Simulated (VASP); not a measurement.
# Cu in VASP: notebook

Cu is run at these levels: PBEsol, revPBE, RPBE, BLYP; tasks: single point.

Everything below comes from runs of VASP 6.6.1. Logs are shortened: lines on timing, memory, paths and dates and some standing lists are left out, and cuts for length are marked.

## 1. The cell of the first run

The typed cell holds 1 atom: a = 2.565 Å, b = 2.598 Å, c = 2.506 Å, α = 59.95°, β = 60.31°, γ = 59.68°.

## 2. Single point, PBEsol

INCAR reads:

```
PREC = Accurate ; ENCUT = 520
EDIFF = 1E-6 ; ISMEAR = -1
SIGMA = 0.005 ; LREAL = False
LASPH = True ; NELM = 100
ALGO = Fast ; ISIF = 2
LWAVE = False ; LCHARG = False
GGA = PS ; NBANDS = 12
```

KPOINTS reads:

```
regular mesh
0
Gamma
  9 9 9
```

POSCAR reads:

```
Cu
1.0
   -0.0044255800      1.7884307700      1.8385346600
    1.8229069400     -0.0174867600      1.8515958300
    1.7828182100      1.7614032200      0.0226019700
Cu
1
Direct
    0.0000000000      0.0000000000      0.0000000000
```

Potentials or basis: VASP PAW PBE potentials, release 64 (Cu).

Run with:

```bash
cat potpaw_PBE.64/Cu/POTCAR > POTCAR
mpirun -np 1 vasp_std > vasp.out
```

OUTCAR:

```text
PREC = Accurate
   ENCUT = 520
   EDIFF = 1E-6
   ISMEAR = -1
   LREAL = False
   LASPH = True
   NELM = 100
   ISIF = 2
   GGA = PS

 ion  position               nearest neighbor table
   1  0.000  0.000  0.000-

  LATTYP: Found a triclinic cell.
 ALAT       =     2.5480546281
 B/A-ratio  =     1.0082882629
 C/A-ratio  =     0.9836094730
 COS(alpha) =     0.0119811773
 COS(beta)  =     0.4850611349
 COS(gamma) =     0.5027164128

  Lattice vectors:

 A1 = (  -1.7872437900,   0.0270275500,   1.8159326900)
 A2 = (  -1.8273325200,   1.8059175300,  -0.0130611700)
 A3 = (  -1.7828182100,  -1.7614032200,  -0.0226019700)

Analysis of symmetry for initial positions (statically):
=====================================================================
 Subroutine PRICEL returns:
 Original cell was already a primitive cell.

 Routine SETGRP: Setting up the symmetry group for a
 triclinic supercell.

 Subroutine GETGRP returns: Found  2 space group operations
 (whereof  2 operations were pure point group operations)
 out of a pool of  2 trial point group operations.

The static configuration has the point symmetry S_2 .

Analysis of symmetry for dynamics (positions and initial velocities):
=====================================================================
 Subroutine PRICEL returns:
 Original cell was already a primitive cell.

 Routine SETGRP: Setting up the symmetry group for a
 triclinic supercell.

 Subroutine GETGRP returns: Found  2 space group operations
 (whereof  2 operations were pure point group operations)
 out of a pool of  2 trial point group operations.

The dynamic configuration has the point symmetry S_2 .

 Subroutine INISYM returns: Found  2 space group operations
 (whereof  2 operations are pure point group operations),
 and found     1 'primitive' translations

----------------------------------------------------------------------------------------

                                     Primitive cell

  volume of cell :      11.8051

  direct lattice vectors                    reciprocal lattice vectors
    -0.004425580  1.788430770  1.838534660    -0.276304818  0.276140091  0.274631622
     1.822906940 -0.017486760  1.851595830     0.270898396 -0.277666181  0.270751286
     1.782818210  1.761403220  0.022601970     0.283233940  0.284595303 -0.276157710

  length of vectors
     2.564900369  2.598403859  2.506290670     0.477514638  0.473065226  0.487318204

  position of ions in fractional coordinates (direct lattice)
     0.000000000  0.000000000  0.000000000

  ion indices of the primitive-cell ions
   primitive index   ion index
                 1           1

----------------------------------------------------------------------------------------

 KPOINTS: regular mesh

Automatic generation of k-mesh.
 Grid dimensions read from file:
 generate k-points for:    9    9    9

 Generating k-lattice:

  Cartesian coordinates                     Fractional coordinates (reciprocal lattice)
    -0.030700535  0.030682232  0.030514625     0.111111111  0.000000000  0.000000000
     0.030099822 -0.030851798  0.030083476     0.000000000  0.111111111  0.000000000
     0.031470438  0.031621700 -0.030684190     0.000000000 -0.000000000  0.111111111

  Length of vectors
     0.053057182  0.052562803  0.054146467

  Shift w.r.t. Gamma in fractional coordinates (k-lattice)
     0.000000000  0.000000000  0.000000000

 Subroutine IBZKPT returns following result:
 ===========================================

 Found    365 irreducible k-points:

 Following reciprocal coordinates:
            Coordinates               Weight
  0.000000  0.000000  0.000000      1.000000
  0.111111  0.000000  0.000000      2.000000
  0.222222  0.000000  0.000000      2.000000
  0.333333 -0.000000  0.000000      2.000000
  0.444444  0.000000  0.000000      2.000000
  0.000000  0.111111  0.000000      2.000000
[... 16 lines left out ...]
 -0.111111  0.222222  0.000000      2.000000
  0.000000  0.333333 -0.000000      2.000000
 [... further k-points ...]
   k-points           NKPTS =    365   k-points in BZ     NKDIM =    365   number of bands    NBANDS=     12
   number of dos      NEDOS =    301   number of ions     NIONS =      1
   total plane-waves  NPLWV =   8000
   dimension x,y,z NGX =    20 NGY =   20 NGZ =   20
   dimension x,y,z NGXF=    40 NGYF=   40 NGZF=   40
   ions per type =               1
   NGX,Y,Z   is equivalent  to a cutoff of  12.96, 12.80, 13.27 a.u.
   NGXF,Y,Z  is equivalent  to a cutoff of  25.93, 25.59, 26.53 a.u.
 SYSTEM =  unknown system
   PREC   = accura    normal or accurate (medium, high low for compatibility)
   ISTART =      0    job   : 0-new  1-cont  2-samecut
   ICHARG =      2    charge: 1-file 2-atom 10-const
   ISPIN  =      1    spin polarized calculation?
   LNONCOLLINEAR =      F non collinear calculations
   LSORBIT =      F    spin-orbit coupling
   LASPH  =      T    aspherical Exc in radial PAW
   ENCUT  =  520.0 eV  38.22 Ry    6.18 a.u.   4.77  4.83  4.66*2*pi/ulx,y,z
   NELM   =    100;   NELMIN=  2; NELMDL= -5     # of ELM steps
   EDIFF  = 0.1E-05   stopping-criterion for ELM
   LREAL  =      F    real-space projection
   EDIFFG = 0.1E-04   stopping-criterion for IOM
   NSW    =      0    number of steps for IOM
   IBRION =     -1    ionic relax: 0-MD 1-quasi-New 2-CG
   NFREE  =      0    steps in history (QN), initial steepest desc. (CG)
   ISIF   =      2    stress and relaxation
   ISYM   =      2    0-nonsym 1-usesym 2-fastsym
   POTIM  = 0.5000    time-step for ionic-motion
   TEBEG  =    0.0;   TEEND  =   0.0 temperature during run
   PSTRESS=    0.0 pullay stress
   NELECT =      11.0000    total number of electrons
   NUPDOWN=      -1.0000    fix difference up-down
   EMIN   =  10.00;   EMAX   =-10.00  energy-range for DOS
   EFERMI =   0.00;   METHOD = LEGACY
   ISMEAR =    -1;   SIGMA  =   0.01  broadening in eV -4-tet -1-fermi 0-gaus
   EFERMI_NEDOS =   21; number of points for ismear=-14 and -15
   IALGO  =     68    algorithm
   IMIX   =      4    mixing-type and parameters
     AMIX     =   0.40;   BMIX     =  1.00
     AMIX_MAG =   1.60;   BMIX_MAG =  1.00
  volume/ion in A,a.u.               =      11.81        79.66
  Fermi-wavevector in a.u.,A,eV,Ry     =   1.599003  3.021678 34.787530  2.556811
  Thomas-Fermi vector in A             =   2.696364
   LORBIT       =      0    0 simple, 1 ext, 2 COOP (PROOUT), +10 PAW based schemes
   GGA     = PS    functional components
   LHFCALC =     F    Hartree Fock is set to
   AEXX    =    0.0000 exact exchange contribution
   IVDW    =     0    specifies the selected vdW correction
   LEPSILON=     F    determine dielectric tensor
   LRPA    =     F    only Hartree local field effects (RPA)
 non-spin polarized calculation
 RMM-DIIS sequential band-by-band and
  energy-cutoff  :      520.00
  volume of cell :       11.81
 maximum number of plane-waves:       326
   NGX =  9   NGY =  9   NGZ =  9

 number of electron      11.0000001 magnetization

 Free energy of the ion-electron system (eV)
  ---------------------------------------------------
  ext. energy  EPLUGINS =         0.00000000
  ---------------------------------------------------
  free energy    TOTEN  =        -4.30863316 eV

  energy without entropy =       -4.30859954  energy(sigma->0) =       -4.30861635

 E-fermi :   7.4634     XC(G=0): -12.9087

 val. band max:        7.4590681734   @ k =   0.3333   0.0000   0.4444
 cond. band min:       7.4735345397   @ k =  -0.1111   0.4444   0.0000
 fundamental gap:      0.0144663663
 Fermi energy:         7.4634118513

 k-point     1 :       0.0000    0.0000    0.0000
  band No.  band energies     occupation
      1      -1.9853      2.00000
      2       4.2812      2.00000
      3       4.3605      2.00000
      4       4.5008      2.00000
      5       5.1581      2.00000
      6       5.2797      2.00000
      7      29.8723      0.00000
      8      31.9623      0.00000
      9      32.4902      0.00000
     10      33.5644      0.00000
     11      34.4786      0.00000
     12      35.0046      0.00000

 k-point     2 :       0.1111    0.0000    0.0000
  band No.  band energies     occupation
      1      -1.5422      2.00000
      2       4.2690      2.00000
      3       4.3526      2.00000
      4       4.5819      2.00000
      5       5.1408      2.00000
      6       5.2495      2.00000
      7      26.7240      0.00000
      8      30.3092      0.00000
      9      31.3197      0.00000
     10      32.4772      0.00000
     11      36.0295      0.00000
     12      36.8420      0.00000

 k-point     3 :       0.2222    0.0000    0.0000
  band No.  band energies     occupation
      1      -0.2863      2.00000
      2       4.1208      2.00000
      3       4.4109      2.00000
      4       4.6870      2.00000
      5       5.2179      2.00000
      6       5.2859      2.00000
      7      21.0473      0.00000
      8      29.4218      0.00000
      9      30.3653      0.00000
     10      31.4153      0.00000
     11      35.6756      0.00000
     12      36.8437      0.00000
[... 286 lines left out ...]
 k-point    23 :      -0.1111    0.2222    0.0000
  band No.  band energies     occupation
      1       0.5860      2.00000
      2       3.9688      2.00000
      3       4.3921      2.00000
      4       4.7471      2.00000
      5       5.1553      2.00000
      6       5.6466      2.00000
      7      19.1529      0.00000
      8      24.1776      0.00000
      9      32.0901      0.00000
     10      33.4643      0.00000
     11      34.8158      0.00000
     12      35.1029      0.00000

 k-point    24 :       0.0000    0.3333   -0.0000
  band No.  band energies     occupation
      1       1.3113      2.00000
      2       4.3164      2.00000
      3       4.3679      2.00000
      4       4.5674      2.00000
      5       5.5023      2.00000
      6       5.5420      2.00000
      7      15.5918      0.00000
      8      29.0293      0.00000
      9      30.1100      0.00000
     10      30.5925      0.00000
     11      33.7990      0.00000
     12      34.8863      0.00000

 [... further k-points ...]

------------------------ aborting loop because EDIFF is reached ----------------------------------------

  FORCE on cell =-STRESS in cart. coord.  units (eV):
  Direction    XX          YY          ZZ          XY          YZ          ZX
  --------------------------------------------------------------------------------------
  -------------------------------------------------------------------------------------
  Total       -0.3509995     -0.2860705     -0.5102875      0.1874479     -0.0476935     -0.1125242
  in kB      -47.6373923    -38.8252680    -69.2558380     25.4402867     -6.4729263    -15.2717045
  external PRESSURE =     -51.9061661 kB  Pullay stress =       0.0000000 kB

 VOLUME and BASIS-vectors are now :
 -----------------------------------------------------------------------------
  energy-cutoff  :      520.00
  volume of cell :       11.81
      direct lattice vectors                 reciprocal lattice vectors
    -0.004425580  1.788430770  1.838534660    -0.276304818  0.276140091  0.274631622
     1.822906940 -0.017486760  1.851595830     0.270898396 -0.277666181  0.270751286
     1.782818210  1.761403220  0.022601970     0.283233940  0.284595303 -0.276157710

 POSITION                                       TOTAL-FORCE (eV/Angst)
 -----------------------------------------------------------------------------------
      0.00000      0.00000      0.00000        -0.000000      0.000000     -0.000000
 -----------------------------------------------------------------------------------
    total drift:                                0.000000      0.000000      0.000000

  FREE ENERGIE OF THE ION-ELECTRON SYSTEM (eV)
  ---------------------------------------------------
  free  energy   TOTEN  =        -4.3086331554 eV

  energy  without entropy=       -4.3085995355  energy(sigma->0) =       -4.30861635
```

Run time: 22 s. Hardware: 1 thread of Intel Xeon 6975P-C (Granite Rapids), shared host; peak memory 0.16 GiB.

Results:

| Item | Value |
| --- | --- |
| Free energy | -4.3086 eV |
| Pressure | -5.2 GPa |

Caveat: the PAW data sets were made with another functional, which shifts forces and pressure a little.

## 3. Single point, PBEsol

INCAR reads:

```
SYSTEM = Cu
PREC = Accurate
ENCUT = 520
EDIFF = 1E-7
ISMEAR = -1
SIGMA = 0.1
LREAL = .False.
LASPH = .True.
NELM = 60
ALGO = Fast
ISIF = 2
LWAVE = .False.
LCHARG = .False.
GGA = PS
NBANDS = 12
```

KPOINTS reads:

```
Automatic mesh
0
Gamma
  9 9 9
  0 0 0
```

POSCAR is that of step 2.

Potentials or basis: VASP PAW PBE potentials, release 64 (Cu).

Run with:

```bash
cat potpaw_PBE.64/Cu/POTCAR > POTCAR
mpirun -np 1 vasp_std > vasp.out
```

OUTCAR:

```text
SYSTEM = Cu
   PREC = Accurate
   ENCUT = 520
   EDIFF = 1E-7
   ISMEAR = -1
   LREAL = .False.
   LASPH = .True.
   NELM = 60
   ISIF = 2
   GGA = PS

 ion  position               nearest neighbor table
   1  0.000  0.000  0.000-

  LATTYP: Found a triclinic cell.
 ALAT       =     2.5480546281
 B/A-ratio  =     1.0082882629
 C/A-ratio  =     0.9836094730
 COS(alpha) =     0.0119811773
 COS(beta)  =     0.4850611349
 COS(gamma) =     0.5027164128

  Lattice vectors:

[... 540 lines left out ...]
     11      33.7985      0.00000
     12      34.8859      0.00000

 [... further k-points ...]

------------------------ aborting loop because EDIFF is reached ----------------------------------------

  FORCE on cell =-STRESS in cart. coord.  units (eV):
  Direction    XX          YY          ZZ          XY          YZ          ZX
  --------------------------------------------------------------------------------------
  -------------------------------------------------------------------------------------
  Total       -0.3863134     -0.3569352     -0.5127451      0.1732180     -0.0348124     -0.1132159
  in kB      -52.4301658    -48.4429702    -69.5893717     23.5090168     -4.7247184    -15.3655813
  external PRESSURE =     -56.8208359 kB  Pullay stress =       0.0000000 kB

 VOLUME and BASIS-vectors are now :
 -----------------------------------------------------------------------------
  energy-cutoff  :      520.00
  volume of cell :       11.81
      direct lattice vectors                 reciprocal lattice vectors
    -0.004425580  1.788430770  1.838534660    -0.276304818  0.276140091  0.274631622
     1.822906940 -0.017486760  1.851595830     0.270898396 -0.277666181  0.270751286
     1.782818210  1.761403220  0.022601970     0.283233940  0.284595303 -0.276157710

 POSITION                                       TOTAL-FORCE (eV/Angst)
 -----------------------------------------------------------------------------------
      0.00000      0.00000      0.00000        -0.000000      0.000000     -0.000000
 -----------------------------------------------------------------------------------
    total drift:                                0.000000     -0.000000      0.000000

  FREE ENERGIE OF THE ION-ELECTRON SYSTEM (eV)
  ---------------------------------------------------
  free  energy   TOTEN  =        -4.3122467331 eV

  energy  without entropy=       -4.3052890293  energy(sigma->0) =       -4.30876788
```

OSZICAR:

```text
N       E                     dE             d eps       ncg     rms          rms(c)
DAV:   1     0.416197495930E+02    0.41620E+02   -0.54051E+03  9668   0.153E+03
DAV:   2    -0.402932874670E+01   -0.45649E+02   -0.42068E+02  9076   0.202E+02
DAV:   3    -0.538639233267E+01   -0.13571E+01   -0.13386E+01 10108   0.399E+01
DAV:   4    -0.539467784851E+01   -0.82855E-02   -0.82843E-02  9988   0.277E+00
DAV:   5    -0.539475233985E+01   -0.74491E-04   -0.74490E-04 10284   0.269E-01    0.841E+00
RMM:   6    -0.475205679188E+01    0.64270E+00   -0.38469E+00 10954   0.364E+01    0.492E+00
RMM:   7    -0.432529435880E+01    0.42676E+00   -0.57969E-01 10888   0.137E+01    0.961E-01
RMM:   8    -0.431309399790E+01    0.12200E-01   -0.12557E-02 11303   0.140E+00    0.201E-01
RMM:   9    -0.431220857284E+01    0.88543E-03   -0.25995E-03 11576   0.883E-01    0.264E-02
RMM:  10    -0.431223907846E+01   -0.30506E-04   -0.48487E-04 11238   0.305E-01    0.199E-02
RMM:  11    -0.431224619480E+01   -0.71163E-05   -0.99757E-05 12228   0.107E-01    0.931E-03
RMM:  12    -0.431224672001E+01   -0.52521E-06   -0.93735E-06 12334   0.359E-02    0.187E-03
RMM:  13    -0.431224687777E+01   -0.15776E-06   -0.18353E-06 10918   0.126E-02    0.150E-03
RMM:  14    -0.431224672781E+01    0.14996E-06   -0.18378E-07  7930   0.495E-03    0.349E-04
RMM:  15    -0.431224673312E+01   -0.53176E-08   -0.28919E-08  6859   0.227E-03
   1 F= -.43122467E+01 E0= -.43087679E+01  d E =-.695770E-02
```

It took 24 s on 1 thread of Intel Xeon 6975P-C (Granite Rapids), shared host; peak memory 0.16 GiB.

What came out:

- Free energy: -4.3122 eV
- Pressure: -5.7 GPa

Levels at points of the mesh, in eV from the Fermi level:
```csv
k point,band 2,band 3,band 4,band 5,band 6,band 7,band 8,band 9,band 10,band 11
"(0.00, 0.00, 0.00)",-3.18,-3.10,-2.96,-2.30,-2.19,22.41,24.50,25.03,26.10,27.02
```

Caveat: the PAW data sets were made with another functional, which shifts forces and pressure a little.

## 4. Single point, revPBE

This run uses another cell than the first one, of 12.26 Å³/atom, 1.038 times its volume.

INCAR reads:

```
ALGO = Fast ; EDIFF = 1E-7
ENCUT = 520 ; GGA = RE
ISIF = 2 ; ISMEAR = -1
LASPH = True ; LCHARG = False
LREAL = False ; LWAVE = False
NBANDS = 12 ; NELM = 80
PREC = Accurate ; SIGMA = 0.05
```

KPOINTS reads:

```
k-points
0
Gamma
  13 12 13
```

POSCAR reads:

```
Cu
1.0
    0.0021918306      1.8201359895      1.8277136921
    1.8396260313     -0.0098646039      1.8395834028
    1.8276710934      1.8201723107      0.0022013704
Cu
1
Direct
    0.0000000000      0.0000000000      0.0000000000
```

Run with:

```bash
cat potpaw_PBE.64/Cu/POTCAR > POTCAR
mpirun -np 1 vasp_std > vasp.out
```

It took 70 s on 1 thread of Intel Xeon Platinum 8559C (Emerald Rapids), shared host; peak memory 0.18 GiB.

Results (log left out):

- Free energy: -3.3560 eV
- Pressure: 0.7 GPa

Levels at points of the mesh, in eV from the Fermi level:
| k point | band 4 | band 5 | band 6 | band 7 | band 8 | band 9 |
| --- | --- | --- | --- | --- | --- | --- |
| (0.00, 0.00, 0.00) | -2.92 | -2.17 | -2.15 | 22.21 | 24.38 | 24.78 |
| (0.00, 0.50, 0.00) | -1.64 | -1.63 | -1.00 | 3.45 | 20.86 | 21.67 |

Caveat: the PAW data sets were made with another functional, which shifts forces and pressure a little.

## 5. Single point, RPBE

This run uses another cell than the first one, of 12.38 Å³/atom, 1.049 times its volume.

INCAR reads:

```
SYSTEM = Cu
PREC     = Accurate       ! precision mode
ENCUT    = 520            ! plane-wave cutoff, eV
EDIFF    = 1E-6           ! SCF threshold, eV
ISMEAR   = -1             ! smearing method
SIGMA    = 0.05           ! smearing width, eV
LREAL    = .False.        ! projectors in reciprocal space
LASPH    = .True.         ! aspherical terms in the spheres
NELM     = 80             ! most SCF steps
ALGO     = Fast           ! electronic algorithm
ISIF     = 2              ! what is computed and relaxed
LWAVE    = .False.        ! write WAVECAR
LCHARG   = .False.        ! write CHGCAR
GGA      = RP             ! functional
NBANDS   = 12             ! bands
```

KPOINTS reads:

```
regular mesh
0
Gamma
  13 12 13
  0 0 0
```

POSCAR reads:

```
Cu
1.0
    0.0022132145      1.8260601883      1.8338038941
    1.8459181778     -0.0100403187      1.8458677982
    1.8337679143      1.8260981570      0.0022229599
Cu
1
Direct
    0.0000000000      0.0000000000      0.0000000000
```

Run with:

```bash
cat potpaw_PBE.64/Cu/POTCAR > POTCAR
mpirun -np 1 vasp_std > vasp.out
```

Wall time 64 s (1 thread of Intel Xeon Platinum 8559C (Emerald Rapids), shared host); peak memory 0.18 GiB.

Results (log left out):

* Free energy: -3.2598 eV
* Pressure: 0.7 GPa

Levels at points of the mesh, in eV from the Fermi level:
```csv
k point,band 4,band 5,band 6,band 7,band 8,band 9
"(0.00, 0.00, 0.00)",-2.89,-2.15,-2.14,22.11,24.24,24.64
"(0.00, 0.50, 0.00)",-1.63,-1.62,-0.97,3.40,20.77,21.54
```

Caveat: the PAW data sets were made with another functional, which shifts forces and pressure a little.

[end of part 1 of 2]
